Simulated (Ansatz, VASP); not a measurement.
## Zr3SnSe in VASP and in Ansatz

```
CELL_PARAMETERS angstrom
5.51162 0.00000 0.00000
0.00000 5.51162 0.00000
0.00000 0.00000 4.94884
ATOMIC_POSITIONS crystal
Zr 0.50000 0.50000 0.00000
Zr 0.00000 0.50000 0.50000
Zr 0.50000 0.00000 0.50000
Sn 0.00000 0.00000 0.50000
Se 0.50000 0.50000 0.50000
```

Alike in both runs: functional PBE; k mesh 4 × 4 × 4; occupations gaussian, width 0.1 eV; no spin polarisation.

Ansatz relaxed the structure, and its values are those at the end. VASP's run is a single point on that final structure, the one shown.

|  | VASP | Ansatz |
| --- | --- | --- |
| version | VASP 6.6.1 | Ansatz 0.2.0 |
| potentials or method | VASP PAW PBE potentials, release 64 (Zr_sv, Sn_d, Se), cutoff 520 eV | scalar-relativistic, plane waves, PAW |
| valence electrons in the cell | 56 | 66 |

|  | VASP | Ansatz | Ansatz less VASP |
| --- | --- | --- | --- |
| gap on the k mesh at the Fermi level (eV) | none | none | - |
| pressure (GPa) | 0.0 | 0.0 | -0.05 |

A gap of «none» marks a metal or a gap that the smearing closes. The functional is the same, so the differences come from potentials, cutoffs and numerics. VASP's potentials hold 56 valence electrons a cell and Ansatz's 66, so a difference there can come from the potentials and not from the codes.
